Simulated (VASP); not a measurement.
# As (Fm-3m) in VASP: notebook, part 2 of 2

VASP 6.6.1.

## Step 4: Single point, r2SCAN, non-collinear spin, zero start, spin-orbit coupling

POSCAR

```
As
1.0
    0.0000000000      2.1218457410      2.1218457410
    2.1218457410      0.0000000000      2.1218457410
    2.1218457410      2.1218457410      0.0000000000
As
1
Direct
    0.0000000000      0.0000000000      0.0000000000
```

INCAR.step1

```
  ALGO = Normal
  EDIFF = 1E-4
  ENCUT = 520
  GGA = PE
  GGA_COMPAT = False
  ISMEAR = -1
  LASPH = True
  LCHARG = False
  LNONCOLLINEAR = True
  LREAL = False
  LSORBIT = True
  LWAVE = True
  MAGMOM = 0 0 0
  NBANDS = 16
  NELM = 150
  PREC = Accurate
  SIGMA = 0.1
```

INCAR.step2

```
  ALGO = Normal
  EDIFF = 1E-6
  ENCUT = 520
  GGA_COMPAT = False
  ISIF = 2
  ISMEAR = -1
  ISTART = 1
  LASPH = True
  LCHARG = False
  LMIXTAU = True
  LNONCOLLINEAR = True
  LORBIT = 11
  LORBMOM = True
  LREAL = False
  LSORBIT = True
  LWAVE = False
  MAGMOM = 0 0 0
  METAGGA = R2SCAN
  NBANDS = 16
  NELM = 150
  PREC = Accurate
  SIGMA = 0.1
```

KPOINTS

```
k-points
0
Gamma
  13 13 13
```

Potentials or basis: VASP PAW PBE potentials, release 64 (As).

Started as:

```
cat potpaw_PBE.64/As/POTCAR > POTCAR
cp INCAR.step1 INCAR
mpirun -np 1 vasp_ncl > vasp.out
cp INCAR.step2 INCAR
mpirun -np 1 vasp_ncl > vasp.out
```

OUTCAR:

```text
EDIFF = 1E-6
   ENCUT = 520
   ISIF = 2
   ISMEAR = -1
   ISTART = 1
   LASPH = True
   LNONCOLLINEAR = True
   LORBIT = 11
   LREAL = False
   LSORBIT = True
   METAGGA = R2SCAN
   NELM = 150
   PREC = Accurate

 ion  position               nearest neighbor table
   1  0.000  0.000  0.000-

  LATTYP: Found a face centered cubic cell.
 ALAT       =     4.2436914820

  Lattice vectors:

 A1 = (   0.0000000000,   2.1218457410,   2.1218457410)
 A2 = (   2.1218457410,   0.0000000000,   2.1218457410)
 A3 = (   2.1218457410,   2.1218457410,   0.0000000000)

Analysis of symmetry for initial positions (statically):
=====================================================================
 Subroutine PRICEL returns:
 Original cell was already a primitive cell.

 Routine SETGRP: Setting up the symmetry group for a
 face centered cubic supercell.

 Subroutine GETGRP returns: Found 48 space group operations
 (whereof 48 operations were pure point group operations)
 out of a pool of 48 trial point group operations.

The static configuration has the point symmetry O_h .

Analysis of symmetry for dynamics (positions and initial velocities):
[... 666 lines left out ...]
  ---------------------------------------------------
  free  energy   TOTEN  =       -13.9743590896 eV

  energy  without entropy=      -13.9538763678  energy(sigma->0) =      -13.96411773

 orbital moment (x)

 # of ion     p       d       tot
 ----------------------------------------
  1         0.000  -0.000  -0.000
 ----------------------------------------
            0.000  -0.000  -0.000

 orbital moment (y)

 # of ion     p       d       tot
 ----------------------------------------
  1         0.000  -0.000  -0.000
 ----------------------------------------
            0.000  -0.000  -0.000

 orbital moment (z)

 # of ion     p       d       tot
 ----------------------------------------
  1         0.000   0.000   0.000
 ----------------------------------------
            0.000   0.000   0.000

 Spin-Orbit-Coupling matrix elements

 Ion:    1  E_soc:     -0.0280793
 l=   1
     0.0000000    -0.0046633    -0.0046633
    -0.0046633     0.0000000    -0.0046633
    -0.0046633    -0.0046633     0.0000000
 l=   2
     0.0000000    -0.0000053     0.0000000    -0.0000053    -0.0000113
    -0.0000053     0.0000000    -0.0000085    -0.0000053    -0.0000028
     0.0000000    -0.0000085     0.0000000    -0.0000085     0.0000000
    -0.0000053    -0.0000053    -0.0000085     0.0000000    -0.0000028
    -0.0000113    -0.0000028     0.0000000    -0.0000028     0.0000000
 l=   3
     0.0000000     0.0000000     0.0000000     0.0000000     0.0000000     0.0000000     0.0000000
     0.0000000     0.0000000     0.0000000     0.0000000     0.0000000     0.0000000     0.0000000
     0.0000000     0.0000000     0.0000000     0.0000000     0.0000000     0.0000000     0.0000000
     0.0000000     0.0000000     0.0000000     0.0000000     0.0000000     0.0000000     0.0000000
     0.0000000     0.0000000     0.0000000     0.0000000     0.0000000     0.0000000     0.0000000
     0.0000000     0.0000000     0.0000000     0.0000000     0.0000000     0.0000000     0.0000000
     0.0000000     0.0000000     0.0000000     0.0000000     0.0000000     0.0000000     0.0000000

 total charge

# of ion       s       p       d       tot
------------------------------------------
    1        1.353   1.223   0.053   2.629

 magnetization (x)

# of ion       s       p       d       tot
------------------------------------------
    1        0.000   0.000   0.000   0.000

 magnetization (y)

# of ion       s       p       d       tot
------------------------------------------
    1        0.000  -0.000   0.000  -0.000

 magnetization (z)

# of ion       s       p       d       tot
------------------------------------------
    1        0.000   0.000   0.000   0.000
```

OSZICAR.step1:

```text
N       E                     dE             d eps       ncg     rms          rms(c)
DAV:   1     0.101899040792E+02    0.10190E+02   -0.21012E+03  2688   0.535E+02
DAV:   2    -0.364700281571E+01   -0.13837E+02   -0.13123E+02  3896   0.948E+01
DAV:   3    -0.414994950561E+01   -0.50295E+00   -0.49834E+00  3464   0.147E+01
DAV:   4    -0.415107716275E+01   -0.11277E-02   -0.11276E-02  3160   0.826E-01
DAV:   5    -0.415107833299E+01   -0.11702E-05   -0.11713E-05  3032   0.288E-02    0.191E+00
DAV:   6    -0.414773539561E+01    0.33429E-02   -0.15968E-03  3032   0.242E-01    0.112E+00
DAV:   7    -0.414623172862E+01    0.15037E-02   -0.31286E-03  3088   0.339E-01    0.540E-02
DAV:   8    -0.414624066193E+01   -0.89333E-05   -0.45680E-05  2632   0.529E-02
   1 F= -.41462407E+01 E0= -.41357051E+01  d E =-.210712E-01  mag=    -0.0000     0.0000     0.0000
```

Run time: 5.2 min. Hardware: 1 thread of AMD EPYC 9R45 (Zen 5), shared host; peak memory 0.19 GiB.

What came out:

```
Free energy                                           : -13.9744 eV
Pressure                                              : -0.1 GPa
Net moment                                            : 0.00 μB per cell
Valence electrons inside the program's atomic spheres : As 2.63
```

Moments on the atoms (μB; x, y, z):
```
As  0.00 0.00 0.00
```

Caveat: the PAW data sets were made with another functional, which shifts forces and pressure a little.

## Step 5: Summary

```tsv
task	spin	cell	k mesh	cutoff (eV)	gap on the mesh (eV)	pressure (GPa)
single point	off	a = 3.001 Å, angles 60.0°, 1 atom	21 × 21 × 21	520	none	-0.2
relaxation of cell and atoms	off	relaxed from a = 2.958 Å, angles 60.0°, 1 atom	13 × 13 × 13	600	none	0.0
single point	non-collinear, zero start, SOC	a = 3.001 Å, angles 60.0°, 1 atom	13 × 13 × 13	520	-	-0.1
```

Alike in all rows: level r2SCAN; potentials or basis VASP PAW PBE potentials, release 64 (As); smearing fermi-dirac 0.1 eV.

Caveats: the PAW data sets were made with another functional, which shifts forces and pressure a little.

Total energies depend on the potentials used, so only differences within one code and one set of settings carry meaning.
